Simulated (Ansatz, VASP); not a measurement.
ZnS: VASP beside Ansatz

```
Zn S
1.0
     3.84556    0.00000    0.00000
    -1.92278    3.33035    0.00000
     0.00000    0.00000    6.30372
Zn S
2 2
Cartesian
  -0.1307 2.0242 0.0328
  2.0535 1.3061 3.1846
  0.1056 2.3786 2.3942
  1.8172 0.9517 5.5460
```

Change from the starting cell: mode 4 frozen in at -0.131 Å and mode 5 at -0.196 Å (largest displacements).

Alike in both runs: task single point; functional PBE; k mesh 9 × 9 × 4; occupations gaussian, width 0.05 eV; no spin polarisation.

```csv
,VASP,Ansatz
version,VASP 6.6.1,Ansatz 0.2.0
potentials or method,"VASP PAW PBE potentials, release 64 (Zn, S), cutoff 520 eV","scalar-relativistic, plane waves, PAW"
valence electrons in the cell,36,36
```

```tsv
	VASP	Ansatz	Ansatz less VASP
gap on the k mesh at the Fermi level (eV)	1.95	1.95	-0.002
least direct gap on the mesh (eV)	1.95	1.95	-0.002
pressure (GPa)	-0.2	-0.4	-0.16
traceless stress, the component that is largest in VASP (GPa)	0.54	0.53	-0.008
rms of the force components (eV/Å)	0.149	0.149	+0.0007
```

Atom by atom the forces differ by 0.002 eV/Å (rms over components). With one functional, cell and mesh, what is left measures potentials, basis and numerics.
